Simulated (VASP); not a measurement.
Ca:

```xyz
1
Lattice="-2.2400 2.2400 2.2400 2.2400 -2.2400 2.2400 2.2400 2.2400 -2.2400" Properties=species:S:1:pos:R:3 pbc="T T T"
Ca    0.0000    0.0000    0.0000
```

```yaml
Program: VASP 6.6.1
Task: relaxation of cell and atoms
Functional: PBE
Potentials_or_basis: VASP PAW PBE potentials, release 64 (Ca_sv)
Cutoff: 600 eV
k_mesh: 14 × 14 × 14
Occupations: gaussian, width 0.1 eV
Spin: no spin polarisation
```

At the start: pressure -0.9 GPa; volume 44.96 Å³/atom.

Problem. Where does the relaxation end?

Solution. Over 4 steps the energy falls by 8.4 meV/atom and the volume is 42.22 Å³/atom (-6.1 %); space group Im-3m (No. 229, to 0.05 Å).

The path:
```
step  energy change (eV)  largest force (eV/Å)  pressure (GPa)  volume (Å³)
   1              0.0000                0.0000           -0.95        44.96
   2             -0.0072                0.0000           -0.38        43.25
   3             -0.0084                0.0000           -0.02        42.28
   4             -0.0084                0.0000            0.00        42.22
```

Final structure:
```cif
data_structure
_symmetry_space_group_name_H-M 'P 1'
_symmetry_Int_Tables_number 1
_cell_length_a 3.7993
_cell_length_b 3.7993
_cell_length_c 3.7993
_cell_angle_alpha 109.471
_cell_angle_beta 109.471
_cell_angle_gamma 109.471
_cell_volume 42.22
loop_
_atom_site_label
_atom_site_type_symbol
_atom_site_fract_x
_atom_site_fract_y
_atom_site_fract_z
_atom_site_occupancy
Ca1 Ca 0.00000 0.00000 0.00000 1
```
